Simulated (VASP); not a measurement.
# PtS2: single point with PBE

The system is PtS2.

```
CELL_PARAMETERS angstrom
3.73727 0.00000 0.00000
0.00000 3.73727 0.00000
0.00000 0.00000 9.70080
ATOMIC_POSITIONS crystal
Pt 0.50000 0.00000 0.00000
Pt 0.00000 0.50000 0.50000
S 0.50000 0.50000 0.85417
S 0.50000 0.50000 0.64583
S 0.50000 0.50000 0.14583
S 0.50000 0.50000 0.35417
```

| Property | Result |
| --- | --- |
| Program | VASP 6.6.1 |
| Task | single point |
| Functional | PBE |
| Potentials or basis | VASP PAW PBE potentials, release 64 (Pt, S) |
| Cutoff | 520 eV |
| k mesh | 10 × 10 × 4 |
| Occupations | gaussian, width 0.1 eV |
| Spin | no spin polarisation |
| Dipole correction | no |
| Further INCAR settings | ALGO = Normal; EDIFF = 1e-07; NBANDS = 31 |

```json
{"Pressure": "-0.3 GPa", "Largest force": "0.099 eV/Å", "Band gap on the k mesh": "zero (band 22 reaches 4.70 eV, above the bottom of band 23 at 3.90 eV)"}
```

Forces on the atoms (eV/Å):
```
Pt   0.000  0.000  0.000
Pt   0.000  0.000  0.000
S    0.000  0.000 -0.099
S    0.000  0.000  0.099
S    0.000  0.000  0.099
S    0.000  0.000 -0.099
```

Stress tensor (GPa, compression positive):
```
-0.08  0.00  0.00
 0.00 -0.08  0.00
 0.00  0.00 -0.60
```

Levels at points of the mesh, in eV from the Fermi level:
| k point | band 18 | band 19 | band 20 | band 21 | band 22 | band 23 | band 24 | band 25 | band 26 | band 27 |
| --- | --- | --- | --- | --- | --- | --- | --- | --- | --- | --- |
| (0.00, 0.00, 0.00) | -2.15 | -1.42 | -1.42 | -0.32 | -0.32 | 0.73 | 3.18 | 3.18 | 3.90 | 4.33 |
| (0.50, 0.00, 0.00) | -2.00 | -1.59 | -1.02 | -0.14 | 0.05 | 0.59 | 1.13 | 3.06 | 3.30 | 5.58 |
| (0.50, 0.50, 0.00) | -1.48 | -1.21 | -0.84 | -0.84 | -0.17 | -0.17 | 0.67 | 1.34 | 2.36 | 3.40 |
| (0.00, 0.00, 0.50) | -2.38 | -2.15 | -2.15 | 0.44 | 0.44 | 2.39 | 2.39 | 2.53 | 2.53 | 4.49 |
| (0.50, 0.00, 0.50) | -2.00 | -1.19 | -0.59 | -0.56 | -0.26 | -0.19 | 2.68 | 3.22 | 3.89 | 4.59 |
| (0.50, 0.50, 0.50) | -2.32 | -0.72 | -0.72 | -0.45 | -0.45 | 0.00 | 0.00 | 2.80 | 2.80 | 3.87 |

It took 2.2 min on 1 thread of Intel(R) Xeon(R) 6975P-C (Granite Rapids) (shared host), peak memory 0.36 GiB.

Caveat: spin-orbit coupling is left out, which moves the levels of the heavy elements.
